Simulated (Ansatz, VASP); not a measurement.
## SrO: VASP beside Ansatz

```
CELL_PARAMETERS angstrom
0.00000 2.50702 2.50702
2.50702 0.00000 2.50702
2.50702 2.50702 0.00000
ATOMIC_POSITIONS crystal
Sr 0.00000 0.00000 0.00000
O 0.50000 0.50000 0.50000
```

Change from the starting cell: strained cell.

Alike in both runs: functional LDA; k mesh 8 × 8 × 8; occupations gaussian, width 0.02 eV; no spin polarisation.

Ansatz relaxed the structure, and its values are those at the end. VASP's run is a single point on that final structure, the one shown.

```csv
,VASP,Ansatz
version,VASP 6.6.1,Ansatz 0.2.0
potentials or method,"VASP PAW LDA potentials, release 64 (Sr_sv, O), cutoff 600 eV","scalar-relativistic, plane waves, PAW"
valence electrons in the cell,16,16
```

```tsv
	VASP	Ansatz	Ansatz less VASP
gap on the k mesh at the Fermi level (eV)	3.03	3.10	+0.067
least direct gap on the mesh (eV)	3.05	3.11	+0.057
pressure (GPa)	4.2	3.4	-0.83
```

Ansatz warns that its potentials were made for another functional, while VASP's fit it. LDA's correlation is that of Perdew and Zunger in VASP and of Perdew and Wang (1992) in Ansatz. Ansatz's warnings: stress scf threshold loose.
